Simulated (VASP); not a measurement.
Here is a VASP 6.6.1 calculation.

File INCAR:

```
SYSTEM = BiTe
ALGO = Normal
EDIFF = 1E-7
ENCUT = 520
ISIF = 2
ISMEAR = -1
LASPH = .TRUE.
LCHARG = .FALSE.
LREAL = .FALSE.
LWAVE = .FALSE.
NBANDS = 18
NELM = 80
PREC = Accurate
SIGMA = 0.05
```

Contents of KPOINTS:

```
k-points
0
G
  7 7 7
  0 0 0
```

POSCAR

```
BiTe
1.0
    0.0000000000      3.1689610617      3.1689610617
    3.1689610617      0.0000000000      3.1689610617
    3.1689610617      3.1689610617      0.0000000000
Bi Te
1 1
Direct
    0.0000000000      0.0000000000      0.0000000000
    0.5000000000      0.5000000000      0.5000000000
```

Potentials or basis: VASP PAW LDA potentials, release 64 (Bi_d, Te).

Run with:

```bash
$ cat potpaw_LDA.64/Bi_d/POTCAR potpaw_LDA.64/Te/POTCAR > POTCAR
$ mpirun -np 1 vasp_std > vasp.out
```

What does it give for the band gap on the k mesh?

Zero (an odd number of electrons rules out a gap without spin polarisation).

Estimate the pressure.

0.6 GPa.

Caveat: spin-orbit coupling is left out, which moves the levels of the heavy elements.
